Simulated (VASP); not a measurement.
Input of a VASP 6.6.1 run:

The input POSCAR:

```
CuI
1.0
    5.2639060000      0.0000000000      0.0000000000
    0.0312272766      5.2638133738      0.0000000000
    0.0000000000      0.0000000000      4.3069980000
Cu I
2 2
Direct
    0.4204390000      0.5795610000      0.7500000000
    0.5795610000      0.4204390000      0.2500000000
    0.7700430000      0.2299570000      0.7500000000
    0.2299570000      0.7700430000      0.2500000000
```

Contents of INCAR.step1:

```
ALGO     = Normal         # electronic algorithm
EDIFF    = 1E-5           # SCF threshold, eV
ENCUT    = 660            # plane-wave cutoff, eV
GGA      = PE             # functional
GGA_COMPAT= False        
ISMEAR   = 0              # smearing method
LASPH    = True           # aspherical terms in the spheres
LCHARG   = False          # write CHGCAR
LREAL    = False          # projectors in reciprocal space
LWAVE    = True           # write WAVECAR
NBANDS   = 26             # bands
NELM     = 120            # most SCF steps
PREC     = Accurate       # precision mode
SIGMA    = 0.01           # smearing width, eV
```

INCAR.step2

```
ALGO     = Normal         # electronic algorithm
EDIFF    = 1E-6           # SCF threshold, eV
ENCUT    = 660            # plane-wave cutoff, eV
GGA_COMPAT= False        
ISIF     = 2              # what is computed and relaxed
ISMEAR   = 0              # smearing method
ISTART   = 1            
LASPH    = True           # aspherical terms in the spheres
LCHARG   = False          # write CHGCAR
LMIXTAU  = True         
LREAL    = False          # projectors in reciprocal space
LWAVE    = False          # write WAVECAR
METAGGA  = R2SCAN         # meta-GGA
NBANDS   = 26             # bands
NELM     = 120            # most SCF steps
PREC     = Accurate       # precision mode
SIGMA    = 0.01           # smearing width, eV
```

The input KPOINTS:

```
k-points
0
Gamma
  4 4 6
```

Potentials or basis: VASP PAW PBE potentials, release 64 (Cu, I).

Launch:

```console
$ cat potpaw_PBE.64/Cu/POTCAR potpaw_PBE.64/I/POTCAR > POTCAR
$ cp INCAR.step1 INCAR
$ mpirun -np 1 vasp_std > vasp.out
$ cp INCAR.step2 INCAR
$ mpirun -np 1 vasp_std > vasp.out
```

**Question.** Predict the largest force.

**Answer.** 0.064 eV/Å.

**Question.** What does it give for the band gap on the k mesh?

**Answer.** 1.41 eV.

Forces on the atoms (eV/Å):
```
Cu  -0.045  0.045  0.000
Cu   0.045 -0.045  0.000
I   -0.005  0.006  0.000
I    0.005 -0.006  0.000
```

Caveat: the PAW data sets were made with another functional, which shifts forces and pressure a little; spin-orbit coupling is left out, which moves the levels of the heavy elements.
